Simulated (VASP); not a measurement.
# CeO2 (Fm-3m) in VASP: a series of runs

CeO2 is run at these levels: PBEsol, revPBE+D3(BJ); tasks: single point, relaxation of cell and atoms.

All numbers are computed with VASP 6.6.1; they aren't measurements. Logs are shortened: lines on timing, memory, paths and dates and some standing lists are left out, and cuts for length are marked.

**1. The cell of the first run**

The structure is cubic, space group Fm-3m (No. 225). Conventional cell: a = 5.513 Å, b = 5.513 Å, c = 5.513 Å, α = 90.00°, β = 90.00°, γ = 90.00°. Within 3.2 Å of Ce (site symmetry m-3m) lie 8 O at 2.39 Å. O (site symmetry -43m) has 4 Ce at 2.39 Å and 6 O at 2.76 Å within 3.2 Å.

**2. Single point, PBEsol, collinear spin, ferromagnetic start (13.97 Å³/atom)**

Contents of INCAR:

```
PREC = Accurate
ENCUT = 520
EDIFF = 1E-7
ISMEAR = -1
SIGMA = 0.05
LREAL = False
LASPH = True
NELM = 150
ALGO = Normal
ISIF = 2
LWAVE = False
LCHARG = False
ISPIN = 2
MAGMOM = 1 0 0
LORBIT = 11
LMAXMIX = 6
GGA = PS
NBANDS = 23
```

Contents of KPOINTS:

```
Automatic mesh
0
Gamma
  9 9 9
```

Contents of POSCAR:

```
CeO2
1.0
    0.0000000000      2.7566762073      2.7566762073
    2.7566762073      0.0000000000      2.7566762073
    2.7566762073      2.7566762073      0.0000000000
Ce O
1 2
Direct
    0.0000000000      0.0000000000      0.0000000000
    0.7500000000      0.7500000000      0.7500000000
    0.2500000000      0.2500000000      0.2500000000
```

Potentials or basis: VASP PAW PBE potentials, release 64 (Ce, O).

On the command line:

```console
> cat potpaw_PBE.64/Ce/POTCAR potpaw_PBE.64/O/POTCAR > POTCAR
> mpirun -np 1 vasp_std > vasp.out
```

OUTCAR:

```text
PREC = Accurate
   ENCUT = 520
   EDIFF = 1E-7
   ISMEAR = -1
   LREAL = False
   LASPH = True
   NELM = 150
   ISIF = 2
   ISPIN = 2
   LORBIT = 11
   GGA = PS

 ion  position               nearest neighbor table
   1  0.000  0.000  0.000-   2 2.39   2 2.39   2 2.39   2 2.39   3 2.39   3 2.39   3 2.39   3 2.39

   2  0.750  0.750  0.750-   1 2.39   1 2.39   1 2.39   1 2.39
   3  0.250  0.250  0.250-   1 2.39   1 2.39   1 2.39   1 2.39

  LATTYP: Found a face centered cubic cell.
 ALAT       =     5.5133524146

  Lattice vectors:

 A1 = (   0.0000000000,   2.7566762073,   2.7566762073)
 A2 = (   2.7566762073,   0.0000000000,   2.7566762073)
 A3 = (   2.7566762073,   2.7566762073,   0.0000000000)

Analysis of symmetry for initial positions (statically):
=====================================================================
 Subroutine PRICEL returns:
 Original cell was already a primitive cell.

 Routine SETGRP: Setting up the symmetry group for a
 face centered cubic supercell.

 Subroutine GETGRP returns: Found 48 space group operations
 (whereof 48 operations were pure point group operations)
 out of a pool of 48 trial point group operations.

The static configuration has the point symmetry O_h .

Analysis of symmetry for dynamics (positions and initial velocities):
=====================================================================
 Subroutine PRICEL returns:
 Original cell was already a primitive cell.

 Routine SETGRP: Setting up the symmetry group for a
 face centered cubic supercell.

 Subroutine GETGRP returns: Found 48 space group operations
 (whereof 48 operations were pure point group operations)
 out of a pool of 48 trial point group operations.

The dynamic configuration has the point symmetry O_h .

Analysis of structural, dynamic, and magnetic symmetry:
=====================================================================
 Subroutine PRICEL returns:
 Original cell was already a primitive cell.

 Routine SETGRP: Setting up the symmetry group for a
 face centered cubic supercell.

 Subroutine GETGRP returns: Found 48 space group operations
 (whereof 48 operations were pure point group operations)
 out of a pool of 48 trial point group operations.

The overall configuration has the point symmetry O_h .

 Subroutine INISYM returns: Found 48 space group operations
 (whereof 48 operations are pure point group operations),
 and found     1 'primitive' translations

----------------------------------------------------------------------------------------

                                     Primitive cell

  volume of cell :      41.8974

  direct lattice vectors                    reciprocal lattice vectors
     0.000000000  2.756676207  2.756676207    -0.181377849  0.181377849  0.181377849
     2.756676207  0.000000000  2.756676207     0.181377849 -0.181377849  0.181377849
     2.756676207  2.756676207  0.000000000     0.181377849  0.181377849 -0.181377849

  length of vectors
     3.898528879  3.898528879  3.898528879     0.314155649  0.314155649  0.314155649

  position of ions in fractional coordinates (direct lattice)
     0.000000000  0.000000000  0.000000000
     0.750000000  0.750000000  0.750000000
     0.250000000  0.250000000  0.250000000

  ion indices of the primitive-cell ions
   primitive index   ion index
                 1           1
                 2           2
                 3           3

----------------------------------------------------------------------------------------

 KPOINTS: Automatic mesh

Automatic generation of k-mesh.
 Grid dimensions read from file:
 generate k-points for:    9    9    9

 Generating k-lattice:

  Cartesian coordinates                     Fractional coordinates (reciprocal lattice)
    -0.020153094  0.020153094  0.020153094     0.111111111  0.000000000  0.000000000
     0.020153094 -0.020153094  0.020153094     0.000000000  0.111111111  0.000000000
     0.020153094  0.020153094 -0.020153094     0.000000000  0.000000000  0.111111111

  Length of vectors
     0.034906183  0.034906183  0.034906183

  Shift w.r.t. Gamma in fractional coordinates (k-lattice)
     0.000000000  0.000000000  0.000000000

 Subroutine IBZKPT returns following result:
 ===========================================

 Found     35 irreducible k-points:

 Following reciprocal coordinates:
            Coordinates               Weight
  0.000000  0.000000  0.000000      1.000000
  0.111111  0.000000  0.000000      8.000000
  0.222222  0.000000  0.000000      8.000000
  0.333333  0.000000  0.000000      8.000000
  0.444444  0.000000  0.000000      8.000000
  0.111111  0.111111  0.000000      6.000000
[... 16 lines left out ...]
 -0.333333  0.333333  0.000000     12.000000
  0.444444  0.444444  0.000000      6.000000
 [... further k-points ...]
   k-points           NKPTS =     35   k-points in BZ     NKDIM =     35   number of bands    NBANDS=     23
   number of dos      NEDOS =    301   number of ions     NIONS =      3
   total plane-waves  NPLWV =  27000
   dimension x,y,z NGX =    30 NGY =   30 NGZ =   30
   dimension x,y,z NGXF=    60 NGYF=   60 NGZF=   60
   ions per type =               1   2
   NGX,Y,Z   is equivalent  to a cutoff of  12.79, 12.79, 12.79 a.u.
   NGXF,Y,Z  is equivalent  to a cutoff of  25.59, 25.59, 25.59 a.u.
 SYSTEM =  unknown system
   PREC   = accura    normal or accurate (medium, high low for compatibility)
   ISTART =      0    job   : 0-new  1-cont  2-samecut
   ICHARG =      2    charge: 1-file 2-atom 10-const
   ISPIN  =      2    spin polarized calculation?
   LNONCOLLINEAR =      F non collinear calculations
   LSORBIT =      F    spin-orbit coupling
   LASPH  =      T    aspherical Exc in radial PAW
   ENCUT  =  520.0 eV  38.22 Ry    6.18 a.u.   7.25  7.25  7.25*2*pi/ulx,y,z
   NELM   =    150;   NELMIN=  2; NELMDL= -5     # of ELM steps
   EDIFF  = 0.1E-06   stopping-criterion for ELM
   LREAL  =      F    real-space projection
   EDIFFG = 0.1E-05   stopping-criterion for IOM
   NSW    =      0    number of steps for IOM
   IBRION =     -1    ionic relax: 0-MD 1-quasi-New 2-CG
   NFREE  =      0    steps in history (QN), initial steepest desc. (CG)
   ISIF   =      2    stress and relaxation
   ISYM   =      2    0-nonsym 1-usesym 2-fastsym
   POTIM  = 0.5000    time-step for ionic-motion
   TEBEG  =    0.0;   TEEND  =   0.0 temperature during run
   PSTRESS=    0.0 pullay stress
   NELECT =      24.0000    total number of electrons
   NUPDOWN=      -1.0000    fix difference up-down
   EMIN   =  10.00;   EMAX   =-10.00  energy-range for DOS
   EFERMI =   0.00;   METHOD = LEGACY
   ISMEAR =    -1;   SIGMA  =   0.05  broadening in eV -4-tet -1-fermi 0-gaus
   EFERMI_NEDOS =   21; number of points for ismear=-14 and -15
   IALGO  =     38    algorithm
   IMIX   =      4    mixing-type and parameters
     AMIX     =   0.40;   BMIX     =  1.00
     AMIX_MAG =   1.60;   BMIX_MAG =  1.00
  volume/ion in A,a.u.               =      13.97        94.25
  Fermi-wavevector in a.u.,A,eV,Ry     =   1.359616  2.569301 25.151114  1.848555
  Thomas-Fermi vector in A             =   2.486348
   LORBIT       =     11    0 simple, 1 ext, 2 COOP (PROOUT), +10 PAW based schemes
   GGA     = PS    functional components
   LHFCALC =     F    Hartree Fock is set to
   AEXX    =    0.0000 exact exchange contribution
   IVDW    =     0    specifies the selected vdW correction
   LEPSILON=     F    determine dielectric tensor
   LRPA    =     F    only Hartree local field effects (RPA)
 spin polarized calculation
  energy-cutoff  :      520.00
  volume of cell :       41.90
 maximum number of plane-waves:      1147
 NGX is ok and might be reduce to    30
   NGX = 15   NGY = 15   NGZ = 15

 number of electron      23.9999995 magnetization      -0.0000037

 number of electron      23.9999995 magnetization       0.0000022

 Free energy of the ion-electron system (eV)
  ---------------------------------------------------
  ext. energy  EPLUGINS =         0.00000000
  ---------------------------------------------------
  free energy    TOTEN  =       -27.45845350 eV

  energy without entropy =      -27.45845349  energy(sigma->0) =      -27.45845349

 E-fermi :   5.4820     XC(G=0): -11.2933

 val. band max:        4.5876197420   @ k =  -0.2222   0.2222   0.0000
 cond. band min:       6.4388610008   @ k =  -0.4444   0.1111   0.0000
 fundamental gap:      1.8512412588
 Fermi energy:         5.4820021348

 spin component 1

 k-point     1 :       0.0000    0.0000    0.0000
  band No.  band energies     occupation
      1     -27.8832      1.00000
      2     -11.4921      1.00000
      3     -10.5187      1.00000
      4     -10.0827      1.00000
      5     -10.0827      1.00000
      6     -10.0827      1.00000
[... 15 lines left out ...]
     22      11.1425      0.00000
     23      16.3280      0.00000

 k-point     2 :       0.1111    0.0000    0.0000
  band No.  band energies     occupation
      1     -27.8646      1.00000
      2     -11.9231      1.00000
      3     -10.6121      1.00000
      4     -10.1073      1.00000
      5     -10.1073      1.00000
      6      -9.6220      1.00000
[... 15 lines left out ...]
     22      11.5193      0.00000
     23      15.9870      0.00000

 k-point     3 :       0.2222    0.0000    0.0000
  band No.  band energies     occupation
      1     -27.8170      1.00000
      2     -12.5929      1.00000
      3     -10.8572      1.00000
      4     -10.1684      1.00000
      5     -10.1684      1.00000
      6      -8.8439      1.00000
[... 15 lines left out ...]
     22      12.2359      0.00000
     23      15.3929      0.00000
[... 495 lines left out ...]
 k-point    23 :      -0.3333    0.3333    0.0000
  band No.  band energies     occupation
      1     -27.6795      1.00000
      2     -13.1022      1.00000
      3     -12.7949      1.00000
      4     -10.4261      1.00000
      5      -8.8304      1.00000
      6      -8.1124      1.00000
[... 15 lines left out ...]
     22      13.2135      0.00000
     23      13.7607      0.00000

 k-point    24 :       0.4444    0.4444    0.0000
  band No.  band energies     occupation
      1     -27.6726      1.00000
      2     -13.7349      1.00000
      3     -11.1901      1.00000
      4     -10.5713      1.00000
      5     -10.5713      1.00000
      6      -7.1983      1.00000
[... 15 lines left out ...]
     22      12.6413      0.00000
     23      14.7653      0.00000

 [... further k-points ...]

 spin component 2

 k-point     1 :       0.0000    0.0000    0.0000
  band No.  band energies     occupation
      1     -27.8832      1.00000
      2     -11.4920      1.00000
      3     -10.5187      1.00000
      4     -10.0827      1.00000
      5     -10.0827      1.00000
      6     -10.0827      1.00000
[... 15 lines left out ...]
     22      11.1425      0.00000
     23      16.3280      0.00000

 k-point     2 :       0.1111    0.0000    0.0000
  band No.  band energies     occupation
      1     -27.8646      1.00000
      2     -11.9231      1.00000
      3     -10.6121      1.00000
      4     -10.1073      1.00000
      5     -10.1073      1.00000
      6      -9.6220      1.00000
[... 15 lines left out ...]
     22      11.5193      0.00000
     23      15.9870      0.00000

 k-point     3 :       0.2222    0.0000    0.0000
  band No.  band energies     occupation
      1     -27.8170      1.00000
      2     -12.5929      1.00000
      3     -10.8572      1.00000
      4     -10.1684      1.00000
      5     -10.1684      1.00000
      6      -8.8439      1.00000
[... 15 lines left out ...]
     22      12.2359      0.00000
     23      15.3929      0.00000
[... 495 lines left out ...]
 k-point    23 :      -0.3333    0.3333    0.0000
  band No.  band energies     occupation
      1     -27.6795      1.00000
      2     -13.1022      1.00000
      3     -12.7949      1.00000
      4     -10.4261      1.00000
      5      -8.8304      1.00000
      6      -8.1124      1.00000
[... 15 lines left out ...]
     22      13.2135      0.00000
     23      13.7607      0.00000

 k-point    24 :       0.4444    0.4444    0.0000
  band No.  band energies     occupation
      1     -27.6726      1.00000
      2     -13.7349      1.00000
      3     -11.1901      1.00000
      4     -10.5713      1.00000
      5     -10.5713      1.00000
      6      -7.1983      1.00000
[... 15 lines left out ...]
     22      12.6413      0.00000
     23      14.7653      0.00000

 [... further k-points ...]

------------------------ aborting loop because EDIFF is reached ----------------------------------------

  FORCE on cell =-STRESS in cart. coord.  units (eV):
  Direction    XX          YY          ZZ          XY          YZ          ZX
  --------------------------------------------------------------------------------------
  -------------------------------------------------------------------------------------
  Total       -2.7784697     -2.7784697     -2.7784697      0.0000000      0.0000000     -0.0000000
  in kB     -106.2500079   -106.2500079   -106.2500079      0.0000000      0.0000000     -0.0000000
  external PRESSURE =    -106.2500079 kB  Pullay stress =       0.0000000 kB

 VOLUME and BASIS-vectors are now :
 -----------------------------------------------------------------------------
  energy-cutoff  :      520.00
  volume of cell :       41.90
      direct lattice vectors                 reciprocal lattice vectors
     0.000000000  2.756676207  2.756676207    -0.181377849  0.181377849  0.181377849
     2.756676207  0.000000000  2.756676207     0.181377849 -0.181377849  0.181377849
     2.756676207  2.756676207  0.000000000     0.181377849  0.181377849 -0.181377849

 POSITION                                       TOTAL-FORCE (eV/Angst)
 -----------------------------------------------------------------------------------
      0.00000      0.00000      0.00000         0.000000      0.000000     -0.000000
      4.13501      4.13501      4.13501         0.000000      0.000000      0.000000
      1.37834      1.37834      1.37834        -0.000000     -0.000000     -0.000000
 -----------------------------------------------------------------------------------
    total drift:                                0.000000     -0.000000      0.000000

  FREE ENERGIE OF THE ION-ELECTRON SYSTEM (eV)
  ---------------------------------------------------
  free  energy   TOTEN  =       -27.4584534966 eV

  energy  without entropy=      -27.4584534896  energy(sigma->0) =      -27.45845349

 total charge

# of ion       s       p       d       f       tot
--------------------------------------------------
    1        2.006   5.782   0.834   0.934   9.557
    2        1.569   3.397   0.000   0.000   4.966
    3        1.569   3.397   0.000   0.000   4.966
--------------------------------------------------
tot          5.144  12.576   0.834   0.934  19.489

 magnetization (x)

# of ion       s       p       d       f       tot
--------------------------------------------------
    1        0.000   0.000  -0.000  -0.000   0.000
    2       -0.000   0.000   0.000   0.000   0.000
    3       -0.000   0.000   0.000   0.000   0.000
--------------------------------------------------
tot          0.000   0.000  -0.000  -0.000   0.000
```

Wall time 2.6 min (1 thread of Intel Xeon Platinum 8259CL at 2.50GHz (Skylake/Cascade Lake), shared host); peak memory 0.23 GiB.

Results:

```yaml
Free_energy: -27.4585 eV
Pressure: -10.6 GPa
Band_gap_on_the_k_mesh: 1.85 eV (least direct gap 1.91 eV)
Net_moment: 0.00 μB per cell
Valence_electrons_inside_the_program's_atomic_spheres: Ce 9.56; O 4.97
```

Caveat: the magnetic or orbital state may not be the lowest; the cell stands under tension; the moments typed at the start vanished in this run; the PAW data sets were made with another functional, which shifts forces and pressure a little; spin-orbit coupling is left out, which moves the levels of the heavy elements; an odd mesh through Γ misses points on the zone boundary, where band edges can lie.

**3. Single point, revPBE+D3(BJ), collinear spin, ferromagnetic start**

This run uses another cell than the first one, of 13.37 Å³/atom.

Contents of INCAR:

```
SYSTEM = CeO2
  ALGO = Normal
  EDIFF = 1E-7
  ENCUT = 520
  GGA = RE
  ISIF = 2
  ISMEAR = -1
  ISPIN = 2
  IVDW = 12
  LASPH = .TRUE.
  LCHARG = .FALSE.
  LMAXMIX = 6
  LORBIT = 11
  LREAL = .FALSE.
  LWAVE = .FALSE.
  MAGMOM = 1 0 0
  NBANDS = 23
  NELM = 150
  PREC = Accurate
  SIGMA = 0.05
```

Contents of KPOINTS:

```
k-points
0
G
  9 9 9
  0 0 0
```

Contents of POSCAR:

```
CeO2
1.0
    0.0000000000      2.7170006755      2.7170006755
    2.7170006755      0.0000000000      2.7170006755
    2.7170006755      2.7170006755      0.0000000000
Ce O
1 2
Direct
    0.0000000000      0.0000000000      0.0000000000
    0.7500000000      0.7500000000      0.7500000000
    0.2500000000      0.2500000000      0.2500000000
```

Potentials or basis: VASP PAW PBE potentials, release 64 (Ce, O).

On the command line:

```console
> cat potpaw_PBE.64/Ce/POTCAR potpaw_PBE.64/O/POTCAR > POTCAR
> mpirun -np 1 vasp_std > vasp.out
```

Run time: 2.2 min. Hardware: 1 thread of Intel Xeon Platinum 8259CL at 2.50GHz (Skylake/Cascade Lake), shared host; peak memory 0.24 GiB.

It converged, with:

- Free energy: -26.4463 eV
- Pressure: 0.0 GPa
- Band gap on the k mesh: 1.98 eV (least direct gap 2.04 eV)
- Net moment: 0.00 μB per cell
- Valence electrons inside the program's atomic spheres: Ce 9.68; O 5.02
- Dispersion energy per atom: -0.451 eV

Levels at points of the mesh, in eV from the valence-band top:
Spin up:
| k point | band 9 | band 10 | band 11 | band 12 | band 13 | band 14 | band 15 | band 16 |
| --- | --- | --- | --- | --- | --- | --- | --- | --- |
| (0.00, 0.00, 0.00) | -3.75 | -0.55 | -0.55 | -0.55 | 2.28 | 2.28 | 2.28 | 2.52 |
Spin down:
| k point | band 10 | band 11 | band 12 | band 13 | band 14 | band 15 |
| --- | --- | --- | --- | --- | --- | --- |
| (0.00, 0.00, 0.00) | -0.55 | -0.55 | -0.55 | 2.28 | 2.28 | 2.28 |

Caveat: the magnetic or orbital state may not be the lowest; the moments typed at the start vanished in this run; the PAW data sets were made with another functional, which shifts forces and pressure a little; spin-orbit coupling is left out, which moves the levels of the heavy elements; an odd mesh through Γ misses points on the zone boundary, where band edges can lie. revPBE gaps usually lie below the measured ones, often by a third to a half.

(Continued in part 2 of 2.)
